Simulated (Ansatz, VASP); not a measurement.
## BaHfO3 in VASP and in Ansatz

```
Ba Hf O
1.0
     4.13529    0.00000    0.00000
     0.00000    4.13529    0.00000
     0.00000    0.00000    4.13529
Ba Hf O
1 1 3
Direct
  0.00000 0.00000 0.00000
  0.50000 0.50000 0.50000
  0.50000 0.50000 0.00000
  0.50000 0.00000 0.50000
  0.00000 0.50000 0.50000
```

Change from the starting cell: hydrostatic strain -1.0%.

Alike in both runs: task single point; functional r2SCAN; k mesh 6 × 6 × 6; non-collinear spin, spin-orbit coupling.

|  | VASP | Ansatz |
| --- | --- | --- |
| version | VASP 6.6.1 | Ansatz 0.2.0 |
| potentials or method | VASP PAW PBE potentials, release 64 (Ba_sv, Hf_pv, O) | plane waves, PAW |
| plane-wave cutoff (eV) | 520 | 500 |
| occupations | gaussian, width 0.01 eV | fixed |
| valence electrons in the cell | 38 | 54 |

Ansatz gave:

```
pressure (GPa)           : 5.3
net moment per atom (μB) : 0.00
```

What did VASP give for the same quantities?

Pressure (GPa): 4.9; net moment per atom (μB): 0.00.

VASP's potentials were made for PBE, not for r2SCAN. VASP's potentials hold 38 valence electrons a cell and Ansatz's 54, so a difference there can come from the potentials and not from the codes.
